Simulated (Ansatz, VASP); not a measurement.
**Two plane-wave programs on Bi**

INCAR

```
PREC = Accurate ; ENCUT = 520
EDIFF = 1E-6 ; ISMEAR = -1
SIGMA = 0.1 ; LREAL = F
LASPH = T ; NELM = 80
ALGO = Normal ; ISIF = 2
LWAVE = F ; LCHARG = F
GGA = RP ; NBANDS = 14
```

The input KPOINTS:

```
regular mesh
0
Gamma
  12 12 12
```

Contents of POSCAR:

```
Bi
1.0
    0.0000000000      2.6377841932      2.6377841932
    2.6377841932      0.0000000000      2.6377841932
    2.6377841932      2.6377841932      0.0000000000
Bi
1
Direct
    0.0000000000      0.0000000000      0.0000000000
```

Input for Ansatz:

```yaml
crystal:
  lattice:
    - [0.0, 2.6377841932, 2.6377841932]
    - [2.6377841932, 0.0, 2.6377841932]
    - [2.6377841932, 2.6377841932, 0.0]
  atoms:
    - { symbol: Bi, position: [0.0, 0.0, 0.0] }
hamiltonian:
  xc: rpbe
  pseudopotentials:
    kind: paw
    azcp:
      Bi: "pseudopotentials/Bi.paw.azcp"
basis:
  ecutwfc: 420
  fft_grid_basis: typed
kpoints:
  mp_grid: { grid: [12, 12, 12], shift: [0, 0, 0] }
magnetization:
  spin_polarized: false
scf:
  occupations: { method: fermi_dirac, width: 0.1 }
  lower_state_search: "off"
output:
  stress: true
  write_density: true
  write_potential: true
  elf: true
  volumetric_format: npy
```

Alike in both runs: task single point; functional RPBE; k mesh 12 × 12 × 12; occupations fermi-dirac, width 0.1 eV; no spin polarisation.

|  | VASP | Ansatz |
| --- | --- | --- |
| version | VASP 6.6.1 | Ansatz 0.2.0 |
| potentials or method | VASP PAW PBE potentials, release 64 (Bi_d), cutoff 520 eV | plane waves (420 eV) with PAW, scalar-relativistic |
| valence electrons in the cell | 15 | 15 |

```csv
,VASP,Ansatz,Ansatz less VASP
pressure (GPa),-4.2,-4.2,+0.02
```

VASP's potentials were made for PBE, not for RPBE. The functional is the same, so the differences come from potentials, cutoffs and numerics.

Neither program's run includes spin-orbit coupling.
